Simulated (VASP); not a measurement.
Wanted: the native input for a VASP 6.6.1 run.

```
Task                   : single point
Functional             : LDA
Potentials or basis    : VASP PAW LDA potentials, release 64 (Al)
Cutoff                 : 520 eV
k mesh                 : 20 × 20 × 20
Occupations            : gaussian, width 0.15 eV
Spin                   : no spin polarisation
Dipole correction      : no
Further INCAR settings : ALGO = Normal; EDIFF = 1e-06; NBANDS = 8
```

The structure of Al lies in POSCAR:

```
Al
1.0
    0.0000000000      2.1251790000      2.1251790000
    2.1251790000      0.0000000000      2.1251790000
    2.1251790000      2.1251790000      0.0000000000
Al
1
Direct
    0.0000000000      0.0000000000      0.0000000000
```

This cell differs from its parent crystal: strain +0.050 along x and y, +0.050 along z.

The input as run:

INCAR

```
PREC = Accurate ; ENCUT = 520
EDIFF = 1E-6 ; ISMEAR = 0
SIGMA = 0.15 ; LREAL = False
LASPH = True ; NELM = 80
ALGO = Normal ; ISIF = 2
LWAVE = False ; LCHARG = True
GGA = CA ; LELF = True
LVHAR = True ; NBANDS = 8
```

KPOINTS

```
regular mesh
0
Gamma
  20 20 20
```

Potentials or basis: VASP PAW LDA potentials, release 64 (Al).

Command:

```console
$ cat potpaw_LDA.64/Al/POTCAR > POTCAR
$ mpirun -np 1 vasp_std > vasp.out
```

It gave:

```
Pressure : -10.2 GPa
```

Caveat: the cell differs from its parent crystal (strain +0.050 along x and y, +0.050 along z).

Wall time 13 s on 1 thread of Intel(R) Xeon(R) Platinum 8488C (Sapphire Rapids), with other jobs on the host, peak memory 0.14 GiB.
